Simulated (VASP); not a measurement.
# Zn: single point with PBEsol

Crystal: Zn.

```xyz
1
Lattice="0.0000 1.9648 1.9255 1.9648 0.0000 1.9255 1.9648 1.9648 0.0000" Properties=species:S:1:pos:R:3 pbc="T T T"
Zn    0.0000    0.0000    0.0000
```

| Item | Value |
| --- | --- |
| Program | VASP 6.6.1 |
| Task | single point |
| Functional | PBEsol |
| Potentials or basis | VASP PAW PBE potentials, release 64 (Zn) |
| Cutoff | 520 eV |
| k mesh | 12 × 12 × 12 |
| Occupations | fermi-dirac, width 0.05 eV |
| Spin | no spin polarisation |
| Dipole correction | no |
| Further INCAR settings | ALGO = Fast; EDIFF = 1e-06; NBANDS = 12 |

```
Pressure               : -3.5 GPa
Band gap on the k mesh : zero (band 6 reaches 5.29 eV, above the bottom of band 7 at 1.71 eV)
```

Stress tensor (GPa, compression positive):
```
-3.57  0.00  0.00
 0.00 -3.57  0.00
 0.00  0.00 -3.30
```

Levels at points of the mesh, in eV from the Fermi level:
```
           k point  band 2  band 3  band 4  band 5  band 6  band 7  band 8  band 9  band 10  band 11
(0.00, 0.00, 0.00)   -7.62   -7.62   -7.56   -7.22   -7.18   18.53   18.60   18.60    19.12    21.32
(0.50, 0.00, 0.00)   -7.63   -7.58   -6.91   -6.89   -2.95   -1.30   15.22   15.72    17.71    18.95
(0.50, 0.50, 0.00)   -8.23   -6.92   -6.83   -6.83   -0.79    2.18    8.28    8.28    12.04    13.20
(0.50, 0.00, 0.50)   -8.24   -6.92   -6.85   -6.82   -1.13    1.68    8.64    8.75    12.38    13.66
```

Wall time 9.3 s on 1 thread of Intel(R) Xeon(R) 6975P-C (Granite Rapids), on a shared host, peak memory 0.14 GiB.

Caveat: the PAW data sets were made with another functional, which shifts forces and pressure a little.
